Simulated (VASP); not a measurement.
# SnO2 (I4_1/amd) in VASP: notebook

The runs below take SnO2 through single point, with LDA.

Program: VASP 6.6.1. These are calculated values, not measurements. Logs are shortened: lines on timing, memory, paths and dates and some standing lists are left out, and cuts for length are marked.

### 1 The cell of the first run

It takes space group I4_1/amd (No. 141, tetragonal). The conventional cell has a = 4.131 Å, b = 4.131 Å, c = 10.995 Å, α = 90.00°, β = 90.00°, γ = 90.00°. Within 2.8 Å of Sn (site symmetry -4m2) lie 6 O at 2.13 to 2.23 Å. O (site symmetry 2mm) has 3 Sn at 2.13 to 2.23 Å and 2 O at 2.68 Å within 2.8 Å.

### 2 Single point, LDA (strain +0.040 along x and y, +0.080 along z)

The input, INCAR:

```
SYSTEM = SnO2
  PREC = Accurate
  ENCUT = 520
  EDIFF = 1E-6
  ISMEAR = 0
  SIGMA = 0.05
  LREAL = .FALSE.
  LASPH = .TRUE.
  NELM = 100
  ALGO = Normal
  ISIF = 2
  LWAVE = .FALSE.
  LCHARG = .FALSE.
  GGA = CA
  NBANDS = 35
```

The input, KPOINTS:

```
Automatic mesh
0
G
  10 10 10
  0 0 0
```

The input, POSCAR:

```
SnO2
1.0
   -2.0655575580      2.0655575580      5.4973812135
    2.0655575580     -2.0655575580      5.4973812135
    2.0655575580      2.0655575580     -5.4973812135
Sn O
2 4
Direct
    0.7500000000      0.2500000000      0.5000000000
    0.0000000000      0.0000000000      0.0000000000
    0.7969975834      0.7969975834      0.0000000000
    0.9530024166      0.4530024166      0.5000000000
    0.2030024166      0.2030024166      0.0000000000
    0.5469975834      0.0469975834      0.5000000000
```

Potentials or basis: VASP PAW LDA potentials, release 64 (Sn_d, O).

The run is started by

```bash
> cat potpaw_LDA.64/Sn_d/POTCAR potpaw_LDA.64/O/POTCAR > POTCAR
> mpirun -np 1 vasp_std > vasp.out
```

OUTCAR:

```text
SYSTEM = SnO2
   PREC = Accurate
   ENCUT = 520
   EDIFF = 1E-6
   ISMEAR = 0
   LREAL = .FALSE.
   LASPH = .TRUE.
   NELM = 100
   ISIF = 2
   GGA = CA

 ion  position               nearest neighbor table
   1  0.750  0.250  0.500-   3 2.13   5 2.13   3 2.13   5 2.13   4 2.23   6 2.23   2 3.44   2 3.44
                             2 3.44   2 3.44
   2  0.000  0.000  0.000-   6 2.13   4 2.13   6 2.13   4 2.13   3 2.23   5 2.23   1 3.44   1 3.44
                             1 3.44   1 3.44
   3  0.797  0.797  0.000-   1 2.13   1 2.13   2 2.23
   4  0.953  0.453  0.500-   2 2.13   2 2.13   1 2.23
   5  0.203  0.203  0.000-   1 2.13   1 2.13   2 2.23
   6  0.547  0.047  0.500-   2 2.13   2 2.13   1 2.23

  LATTYP: Found a body centered tetragonal cell.
 ALAT       =     4.1311151160
 C/A-ratio  =     2.6614514770

  Lattice vectors:

 A1 = (  -2.0655575580,   2.0655575580,   5.4973812135)
 A2 = (   2.0655575580,  -2.0655575580,   5.4973812135)
 A3 = (   2.0655575580,   2.0655575580,  -5.4973812135)

Analysis of symmetry for initial positions (statically):
=====================================================================
 Subroutine PRICEL returns:
 Original cell was already a primitive cell.

 Routine SETGRP: Setting up the symmetry group for a
 body centered tetragonal supercell.

 Subroutine GETGRP returns: Found 16 space group operations
 (whereof  8 operations were pure point group operations)
 out of a pool of 16 trial point group operations.

The static configuration has the point symmetry D_2d.
 The point group associated with its full space group is D_4h.

Analysis of symmetry for dynamics (positions and initial velocities):
=====================================================================
 Subroutine PRICEL returns:
 Original cell was already a primitive cell.

 Routine SETGRP: Setting up the symmetry group for a
 body centered tetragonal supercell.

 Subroutine GETGRP returns: Found 16 space group operations
 (whereof  8 operations were pure point group operations)
 out of a pool of 16 trial point group operations.

The dynamic configuration has the point symmetry D_2d.
 The point group associated with its full space group is D_4h.

 Subroutine INISYM returns: Found 16 space group operations
 (whereof  8 operations are pure point group operations),
 and found     1 'primitive' translations

----------------------------------------------------------------------------------------

                                     Primitive cell
[... 103 lines left out ...]
   IBRION =     -1    ionic relax: 0-MD 1-quasi-New 2-CG
   NFREE  =      0    steps in history (QN), initial steepest desc. (CG)
   ISIF   =      2    stress and relaxation
   ISYM   =      2    0-nonsym 1-usesym 2-fastsym
   POTIM  = 0.5000    time-step for ionic-motion
   TEBEG  =    0.0;   TEEND  =   0.0 temperature during run
   PSTRESS=    0.0 pullay stress
   NELECT =      52.0000    total number of electrons
   NUPDOWN=      -1.0000    fix difference up-down
   EMIN   =  10.00;   EMAX   =-10.00  energy-range for DOS
   EFERMI =   0.00;   METHOD = LEGACY
   ISMEAR =     0;   SIGMA  =   0.05  broadening in eV -4-tet -1-fermi 0-gaus
   EFERMI_NEDOS =   21; number of points for ismear=-14 and -15
   IALGO  =     38    algorithm
   IMIX   =      4    mixing-type and parameters
     AMIX     =   0.40;   BMIX     =  1.00
     AMIX_MAG =   1.60;   BMIX_MAG =  1.00
  volume/ion in A,a.u.               =      15.64       105.52
  Fermi-wavevector in a.u.,A,eV,Ry     =   1.344763  2.541234 24.604611  1.808388
  Thomas-Fermi vector in A             =   2.472731
   LORBIT       =      0    0 simple, 1 ext, 2 COOP (PROOUT), +10 PAW based schemes
   GGA     = CA    functional components
   LHFCALC =     F    Hartree Fock is set to
   AEXX    =    0.0000 exact exchange contribution
   IVDW    =     0    specifies the selected vdW correction
   LEPSILON=     F    determine dielectric tensor
   LRPA    =     F    only Hartree local field effects (RPA)
 non-spin polarized calculation
 Gauss-broadening in eV      SIGMA  =   0.05
  energy-cutoff  :      520.00
  volume of cell :       93.82
 maximum number of plane-waves:      2549
 NGX is ok and might be reduce to    48
   NGX = 23   NGY = 23   NGZ = 23

 number of electron      52.0000000 magnetization

 Free energy of the ion-electron system (eV)
  ---------------------------------------------------
  ext. energy  EPLUGINS =         0.00000000
  ---------------------------------------------------
  free energy    TOTEN  =       -40.74746314 eV

  energy without entropy =      -40.74734141  energy(sigma->0) =      -40.74740228

 E-fermi :   2.6054     XC(G=0): -10.2224

 val. band max:        2.5363567906   @ k =  -0.4000   0.4000   0.0000
 cond. band min:       2.6067026999   @ k =   0.0000   0.0000   0.0000
 fundamental gap:      0.0703459094
 Fermi energy:         2.6053631118

 k-point     1 :       0.0000    0.0000    0.0000
  band No.  band energies     occupation
      1     -17.8512      2.00000
      2     -17.7914      2.00000
      3     -17.7843      2.00000
      4     -17.4145      2.00000
      5     -17.3917      2.00000
      6     -17.3917      2.00000
[... 901 lines left out ...]
     34      12.3719      0.00000
     35      13.9833      0.00000

 [... further k-points ...]

------------------------ aborting loop because EDIFF is reached ----------------------------------------

  FORCE on cell =-STRESS in cart. coord.  units (eV):
  Direction    XX          YY          ZZ          XY          YZ          ZX
  --------------------------------------------------------------------------------------
  -------------------------------------------------------------------------------------
  Total      -10.2373122    -10.2373122    -14.2164560      0.0000000      0.0000000      0.0000000
  in kB     -174.8260253   -174.8260253   -242.7792017      0.0000000      0.0000000      0.0000000
  external PRESSURE =    -197.4770841 kB  Pullay stress =       0.0000000 kB

 VOLUME and BASIS-vectors are now :
 -----------------------------------------------------------------------------
  energy-cutoff  :      520.00
  volume of cell :       93.82
      direct lattice vectors                 reciprocal lattice vectors
    -2.065557558  2.065557558  5.497381213     0.000000000  0.242065392  0.090952397
     2.065557558 -2.065557558  5.497381213     0.242065392  0.000000000  0.090952397
     2.065557558  2.065557558 -5.497381213     0.242065392  0.242065392  0.000000000

 POSITION                                       TOTAL-FORCE (eV/Angst)
 -----------------------------------------------------------------------------------
      0.00000      2.06556      2.74869        -0.000000     -0.000000      0.000000
      0.00000      0.00000      0.00000        -0.000000     -0.000000     -0.000000
      0.00000      0.00000      8.76280         0.000000     -0.000000      0.870675
      0.00000      2.06556      4.98065        -0.000000      0.000000     -0.870675
      0.00000      0.00000      2.23196         0.000000     -0.000000     -0.870675
      0.00000      2.06556      0.51673        -0.000000      0.000000      0.870675
 -----------------------------------------------------------------------------------
    total drift:                               -0.000000     -0.000000      0.000000

  FREE ENERGIE OF THE ION-ELECTRON SYSTEM (eV)
  ---------------------------------------------------
  free  energy   TOTEN  =       -40.7474631437 eV

  energy  without entropy=      -40.7473414067  energy(sigma->0) =      -40.74740228
```

stdout:

```text
POSCAR found type information on POSCAR SnO
 POSCAR found :  2 types and       6 ions
 scaLAPACK will be used
 LDA part: xc-table for (Slater(with rela. corr.)+CA(PZ))
 , standard interpolation
 POSCAR, INCAR and KPOINTS ok, starting setup
 FFT: planning ... GRIDC
 FFT: planning ... GRID_SOFT
 FFT: planning ... GRID
 WAVECAR not read
 entering main loop
```

It took 3.5 min on 1 thread of Intel Xeon 6975P-C (Granite Rapids), shared host; peak memory 0.42 GiB.

Results:

```
Free energy            : -40.7475 eV
Pressure               : -19.7 GPa
Largest force          : 0.871 eV/Å
Band gap on the k mesh : 0.07 eV (least direct gap 0.38 eV)
```

Forces in eV/Å, atoms in the order of the input:
```
Sn   0.000  0.000  0.000
Sn   0.000  0.000  0.000
O    0.000  0.000  0.871
O    0.000  0.000 -0.871
O    0.000  0.000 -0.871
O    0.000  0.000  0.871
```

Levels at points of the mesh, in eV from the valence-band top:
```tsv
k point	band 23	band 24	band 25	band 26	band 27	band 28	band 29	band 30
(0.00, 0.00, 0.00)	-0.65	-0.65	-0.31	-0.31	0.07	3.87	7.82	8.37
(0.50, 0.00, 0.00)	-0.67	-0.66	-0.54	-0.53	3.40	4.54	6.74	7.40
(0.50, 0.50, 0.00)	-0.99	-0.99	-0.06	-0.06	5.63	5.63	6.55	6.55
(0.50, 0.50, 0.50)	-0.90	-0.90	-0.23	-0.23	2.66	2.66	6.74	6.74
```

Caveat: the cell differs from its parent crystal (strain +0.040 along x and y, +0.080 along z); the stress differs along the axes, from -24 to -17 GPa; semilocal functionals underestimate gaps, and a narrow one can read as zero; spin-orbit coupling is left out, which moves the levels of the heavy elements. A k mesh can miss the band edges.

### 3 Single point, LDA (strain -0.080 along x and y, -0.080 along z)

The input, INCAR:

```
SYSTEM = SnO2
PREC = Accurate
ENCUT = 520
EDIFF = 1E-6
ISMEAR = 0
SIGMA = 0.05
LREAL = .False.
LASPH = .True.
NELM = 100
ALGO = Normal
ISIF = 2
LWAVE = .False.
LCHARG = .False.
GGA = CA
NBANDS = 35
```

The input, KPOINTS:

```
Automatic mesh
0
Gamma
  10 10 10
  0 0 0
```

Edit POSCAR of step 2 so:

```diff
@@ -2,5 +2,5 @@
 1.0
-   -2.0655575580      2.0655575580      5.4973812135
-    2.0655575580     -2.0655575580      5.4973812135
-    2.0655575580      2.0655575580     -5.4973812135
+   -1.8272239936      1.8272239936      4.6829543671
+    1.8272239936     -1.8272239936      4.6829543671
+    1.8272239936      1.8272239936     -4.6829543671
 Sn O
```

Potentials or basis: VASP PAW LDA potentials, release 64 (Sn_d, O).

The run is started by

```bash
> cat potpaw_LDA.64/Sn_d/POTCAR potpaw_LDA.64/O/POTCAR > POTCAR
> mpirun -np 1 vasp_std > vasp.out
```

OUTCAR:

```text
SYSTEM = SnO2
   PREC = Accurate
   ENCUT = 520
   EDIFF = 1E-6
   ISMEAR = 0
   LREAL = .False.
   LASPH = .True.
   NELM = 100
   ISIF = 2
   GGA = CA

 ion  position               nearest neighbor table
   1  0.750  0.250  0.500-   3 1.88   5 1.88   3 1.88   5 1.88   4 1.90   6 1.90   2 2.97   2 2.97
                             2 2.97   2 2.97
   2  0.000  0.000  0.000-   6 1.88   4 1.88   6 1.88   4 1.88   3 1.90   5 1.90   1 2.97   1 2.97
                             1 2.97   1 2.97
   3  0.797  0.797  0.000-   1 1.88   1 1.88   2 1.90
   4  0.953  0.453  0.500-   2 1.88   2 1.88   1 1.90
   5  0.203  0.203  0.000-   1 1.88   1 1.88   2 1.90
   6  0.547  0.047  0.500-   2 1.88   2 1.88   1 1.90
[... 1122 lines left out ...]
  Total       31.5526495     31.5526495     37.5618320      0.0000000      0.0000000      0.0000000
  in kB      808.3192469    808.3192469    962.2631439      0.0000000      0.0000000      0.0000000
  external PRESSURE =     859.6338792 kB  Pullay stress =       0.0000000 kB

 VOLUME and BASIS-vectors are now :
 -----------------------------------------------------------------------------
  energy-cutoff  :      520.00
  volume of cell :       62.54
      direct lattice vectors                 reciprocal lattice vectors
    -1.827223994  1.827223994  4.682954367     0.000000000  0.273639139  0.106770205
     1.827223994 -1.827223994  4.682954367     0.273639139  0.000000000  0.106770205
     1.827223994  1.827223994 -4.682954367     0.273639139  0.273639139  0.000000000

 POSITION                                       TOTAL-FORCE (eV/Angst)
 -----------------------------------------------------------------------------------
      0.00000      1.82722      2.34148        -0.000000     -0.000000      0.000000
      0.00000      0.00000      0.00000        -0.000000     -0.000000      0.000000
      0.00000      0.00000      7.46461        -0.000000      0.000000     -2.410460
      0.00000      1.82722      4.24278         0.000000     -0.000000      2.410460
      0.00000      0.00000      1.90130        -0.000000      0.000000      2.410460
      0.00000      1.82722      0.44018         0.000000     -0.000000     -2.410460
 -----------------------------------------------------------------------------------
    total drift:                                0.000000     -0.000000      0.000000

  FREE ENERGIE OF THE ION-ELECTRON SYSTEM (eV)
  ---------------------------------------------------
  free  energy   TOTEN  =       -37.8549318366 eV

  energy  without entropy=      -37.8549318366  energy(sigma->0) =      -37.85493184
```

stdout:

```text
POSCAR found type information on POSCAR SnO
 POSCAR found :  2 types and       6 ions
 scaLAPACK will be used
 LDA part: xc-table for (Slater(with rela. corr.)+CA(PZ))
 , standard interpolation
 POSCAR, INCAR and KPOINTS ok, starting setup
 FFT: planning ... GRIDC
 FFT: planning ... GRID_SOFT
 FFT: planning ... GRID
 WAVECAR not read
 entering main loop
```

Wall time 2.1 min (1 thread of Intel Xeon 6975P-C (Granite Rapids), shared host); peak memory 0.31 GiB.

Results:

```yaml
Free_energy: -37.8549 eV
Pressure: 86.0 GPa
Largest_force: 2.410 eV/Å
Band_gap_on_the_k_mesh: 4.36 eV (least direct gap 5.37 eV)
```

Forces in eV/Å, atoms in the order of the input:
```
Sn   0.000  0.000  0.000
Sn   0.000  0.000  0.000
O    0.000  0.000 -2.410
O    0.000  0.000  2.410
O    0.000  0.000  2.410
O    0.000  0.000 -2.410
```

Caveat: the cell differs from its parent crystal (strain -0.080 along x and y, -0.080 along z); the stress differs along the axes, from 81 to 96 GPa; spin-orbit coupling is left out, which moves the levels of the heavy elements; forces of over 1 eV/Å act on the atoms, so gaps and moduli don't describe the material at rest.

### 4 Single point, LDA (strain -0.080 along x and y, -0.040 along z)

The input, INCAR:

```
ALGO = Normal
EDIFF = 1E-6
ENCUT = 520
GGA = CA
ISIF = 2
ISMEAR = 0
LASPH = True
LCHARG = True
LELF = True
LREAL = False
LVHAR = True
LWAVE = False
NBANDS = 35
NELM = 100
PREC = Accurate
SIGMA = 0.05
```

The input, KPOINTS:

```
k-points
0
Gamma
  10 10 10
```

Edit POSCAR of step 3 so:

```diff
@@ -2,5 +2,5 @@
 1.0
-   -1.8272239936      1.8272239936      4.6829543671
-    1.8272239936     -1.8272239936      4.6829543671
-    1.8272239936      1.8272239936     -4.6829543671
+   -1.8272239936      1.8272239936      4.8865610787
+    1.8272239936     -1.8272239936      4.8865610787
+    1.8272239936      1.8272239936     -4.8865610787
 Sn O
```

Potentials or basis: VASP PAW LDA potentials, release 64 (Sn_d, O).

The run is started by

```bash
> cat potpaw_LDA.64/Sn_d/POTCAR potpaw_LDA.64/O/POTCAR > POTCAR
> mpirun -np 1 vasp_std > vasp.out
```

OUTCAR:

```text
EDIFF = 1E-6
   ENCUT = 520
   GGA = CA
   ISIF = 2
   ISMEAR = 0
   LASPH = True
   LREAL = False
   NELM = 100
   PREC = Accurate

 ion  position               nearest neighbor table
   1  0.750  0.250  0.500-   3 1.88   5 1.88   3 1.88   5 1.88   4 1.98   6 1.98   2 3.05   2 3.05
                             2 3.05   2 3.05
   2  0.000  0.000  0.000-   6 1.88   4 1.88   6 1.88   4 1.88   3 1.98   5 1.98   1 3.05   1 3.05
                             1 3.05   1 3.05
[... 1126 lines left out ...]
  -------------------------------------------------------------------------------------
  Total       27.6324749     27.6324749     23.1991692      0.0000000      0.0000000      0.0000000
  in kB      678.3962910    678.3962910    569.5555839      0.0000000      0.0000000      0.0000000
  external PRESSURE =     642.1160553 kB  Pullay stress =       0.0000000 kB

 VOLUME and BASIS-vectors are now :
 -----------------------------------------------------------------------------
  energy-cutoff  :      520.00
  volume of cell :       65.26
      direct lattice vectors                 reciprocal lattice vectors
    -1.827223994  1.827223994  4.886561079     0.000000000  0.273639139  0.102321447
     1.827223994 -1.827223994  4.886561079     0.273639139  0.000000000  0.102321447
     1.827223994  1.827223994 -4.886561079     0.273639139  0.273639139  0.000000000

 POSITION                                       TOTAL-FORCE (eV/Angst)
 -----------------------------------------------------------------------------------
      0.00000      1.82722      2.44328         0.000000      0.000000     -0.000000
      0.00000      0.00000      0.00000         0.000000      0.000000     -0.000000
      0.00000      0.00000      7.78915        -0.000000      0.000000     -0.688599
      0.00000      1.82722      4.42725         0.000000     -0.000000      0.688599
      0.00000      0.00000      1.98397        -0.000000      0.000000      0.688599
      0.00000      1.82722      0.45931         0.000000     -0.000000     -0.688599
 -----------------------------------------------------------------------------------
    total drift:                               -0.000000     -0.000000      0.000000

  FREE ENERGIE OF THE ION-ELECTRON SYSTEM (eV)
  ---------------------------------------------------
  free  energy   TOTEN  =       -39.1392756899 eV

  energy  without entropy=      -39.1392756899  energy(sigma->0) =      -39.13927569
```

OSZICAR:

```text
N       E                     dE             d eps       ncg     rms          rms(c)
DAV:   1     0.655303001874E+03    0.65530E+03   -0.25724E+04  8025   0.242E+03
DAV:   2     0.534095820049E+02   -0.60189E+03   -0.56471E+03  7740   0.623E+02
DAV:   3    -0.419965916384E+02   -0.95406E+02   -0.94197E+02  7654   0.213E+02
DAV:   4    -0.466498267493E+02   -0.46532E+01   -0.46247E+01  8864   0.510E+01
DAV:   5    -0.467703313009E+02   -0.12050E+00   -0.12038E+00  8980   0.848E+00    0.195E+01
DAV:   6    -0.391976727893E+02    0.75727E+01   -0.19098E+01 11665   0.681E+01    0.819E+00
DAV:   7    -0.392425627705E+02   -0.44890E-01   -0.29575E+00  8219   0.978E+00    0.380E+00
DAV:   8    -0.391575059845E+02    0.85057E-01   -0.27442E-01 10286   0.859E+00    0.997E-01
DAV:   9    -0.391388633684E+02    0.18643E-01   -0.55740E-02 11633   0.472E+00    0.191E-01
DAV:  10    -0.391392843131E+02   -0.42094E-03   -0.65386E-03 10221   0.614E-01    0.112E-01
DAV:  11    -0.391392852063E+02   -0.89323E-06   -0.24204E-04 11246   0.144E-01    0.389E-02
DAV:  12    -0.391392763472E+02    0.88591E-05   -0.38023E-05  9912   0.153E-01    0.103E-02
DAV:  13    -0.391392758916E+02    0.45560E-06   -0.13074E-05 10153   0.693E-02    0.706E-03
DAV:  14    -0.391392756899E+02    0.20167E-06   -0.31095E-06  6311   0.229E-02
   1 F= -.39139276E+02 E0= -.39139276E+02  d E =-.331040E-13
```

Run time: 2.9 min. Hardware: 1 thread of Intel Xeon 6975P-C (Granite Rapids), shared host; peak memory 0.33 GiB.

Results:

| Property | Result |
| --- | --- |
| Free energy | -39.1393 eV |
| Pressure | 64.2 GPa |
| Largest force | 0.689 eV/Å |
| Band gap on the k mesh | 3.80 eV (least direct gap 4.67 eV) |

Forces on the atoms (eV/Å):
```
Sn   0.000  0.000  0.000
Sn   0.000  0.000  0.000
O    0.000  0.000 -0.689
O    0.000  0.000  0.689
O    0.000  0.000  0.689
O    0.000  0.000 -0.689
```

Levels at points of the mesh, in eV from the valence-band top:
| k point | band 24 | band 25 | band 26 | band 27 | band 28 | band 29 |
| --- | --- | --- | --- | --- | --- | --- |
| (0.00, 0.00, 0.00) | -1.05 | -0.87 | -0.87 | 3.80 | 7.99 | 9.98 |
| (0.50, 0.00, 0.00) | -1.22 | -0.84 | -0.35 | 7.34 | 8.07 | 9.05 |
| (0.50, 0.50, 0.00) | -0.88 | -0.18 | -0.18 | 8.76 | 8.76 | 9.63 |
| (0.50, 0.50, 0.50) | -1.52 | -0.69 | -0.69 | 6.72 | 6.72 | 7.59 |

Caveat: the cell differs from its parent crystal (strain -0.080 along x and y, -0.040 along z); the stress differs along the axes, from 57 to 68 GPa; spin-orbit coupling is left out, which moves the levels of the heavy elements.

[end of part 1 of 2]

The gap in the log of VASP goes by the Fermi energy; the results here count the filled bands.